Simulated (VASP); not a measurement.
ReS: relaxation of cell and atoms with r2SCAN

Crystal: ReS.

```
Re S
1.0
     0.00000    2.36696    2.36696
     2.36696    0.00000    2.36696
     2.36696    2.36696    0.00000
Re S
1 1
Direct
  0.00000 0.00000 0.00000
  0.50000 0.50000 0.50000
```

```yaml
Program: VASP 6.6.1
Task: relaxation of cell and atoms
Functional: r2SCAN
Potentials_or_basis: VASP PAW PBE potentials, release 64 (Re, S)
Cutoff: 600 eV
k_mesh: 8 × 8 × 8
Occupations: gaussian, width 0.1 eV
Spin: collinear spin
Starting_moments: "[1.01, 0.0] μB"
Dipole_correction: no
Further_INCAR_settings: ALGO = Normal; EDIFF = 1e-06; IBRION = 2; EDIFFG = -0.05; NSW = 100; ISIF = 3
```

```json
{
  "Relaxed volume": "15.43 Å³/atom",
  "Relaxed cell": "a = 3.520 Å, b = 3.520 Å, c = 3.520 Å, α = 60.00°, β = 60.00°, γ = 60.00°",
  "Space group after relaxing (to 0.1 Å)": "Fm-3m (No. 225)",
  "Energy gained by relaxing": "220.7 meV/atom",
  "Ionic steps": "4",
  "Pressure after relaxing": "-0.3 GPa",
  "Net moment": "1.91 μB per cell",
  "Site moments": "Re +1.89; S +0.03 μB",
  "Valence electrons inside the program's atomic spheres": "Re 5.81; S 3.69"
}
```

The path:
```csv
step,energy change (eV),largest force (eV/Å),pressure (GPa),volume (Å³)
1,0.0000,0.0000,36.85,26.52
2,0.3448,0.0000,-19.60,40.04
3,-0.4386,0.0000,-2.34,31.19
4,-0.4414,0.0000,-0.29,30.85
```

Final structure:
```cif
data_structure
_symmetry_space_group_name_H-M 'P 1'
_symmetry_Int_Tables_number 1
_cell_length_a 3.5204
_cell_length_b 3.5204
_cell_length_c 3.5204
_cell_angle_alpha 60.000
_cell_angle_beta 60.000
_cell_angle_gamma 60.000
_cell_volume 30.85
loop_
_atom_site_label
_atom_site_type_symbol
_atom_site_fract_x
_atom_site_fract_y
_atom_site_fract_z
_atom_site_occupancy
Re1 Re 0.00000 0.00000 0.00000 1
S1 S 0.50000 0.50000 0.50000 1
```

Levels at points of the mesh, in eV from the Fermi level:
Spin up:
```tsv
k point	band 6	band 7	band 8	band 9	band 10	band 11
(0.00, 0.00, 0.00)	-3.29	-3.29	-2.73	-2.73	2.27	9.63
(0.50, 0.00, 0.00)	-1.26	-0.68	2.65	4.93	4.93	6.15
(0.50, 0.50, 0.00)	-1.68	-0.63	-0.63	-0.02	2.10	11.13
```
Spin down:
```
           k point  band 4  band 5  band 6  band 7  band 8  band 9
(0.00, 0.00, 0.00)   -3.25   -1.96   -1.96   -1.96   -1.94   -1.94
(0.50, 0.00, 0.00)   -6.69    0.73    0.73    1.23    2.95    5.60
(0.50, 0.50, 0.00)   -4.79   -3.92   -0.84    0.99    1.57    1.57
```

Wall time 15 min on 1 thread of Intel Xeon 8259CL (shared host), peak memory 0.22 GiB.

Caveat: the volume moved by over 15 % at a fixed basis, so the end points are rough; the PAW data sets were made with another functional, which shifts forces and pressure a little; spin-orbit coupling is left out, which moves the levels of the heavy elements.
